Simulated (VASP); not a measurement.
Input of a VASP 6.6.1 run:

Contents of INCAR:

```
  ALGO = Normal
  EDIFF = 1E-7
  ENCUT = 520
  GGA = PE
  ISIF = 2
  ISMEAR = 0
  ISPIN = 2
  LASPH = True
  LCHARG = False
  LMAXMIX = 4
  LORBIT = 11
  LREAL = False
  LWAVE = False
  MAGMOM = 0
  NBANDS = 14
  NELM = 150
  NUPDOWN = 0.0
  PREC = Accurate
  SIGMA = 0.1
```

File KPOINTS:

```
k-points
0
Gamma
  14 14 14
```

File POSCAR:

```
Co
1.0
    0.0000000000      1.7895000000      1.7895000000
    1.7895000000      0.0000000000      1.7895000000
    1.7895000000      1.7895000000      0.0000000000
Co
1
Direct
    0.0000000000      0.0000000000      0.0000000000
```

Potentials or basis: VASP PAW PBE potentials, release 64 (Co).

The run is started by

```console
$ cat potpaw_PBE.64/Co/POTCAR > POTCAR
$ mpirun -np 1 vasp_std > vasp.out
```

Task: Predict the pressure.

Result: -21.3 GPa.

Caveat: the total moment is fixed, so each spin has its own Fermi level.
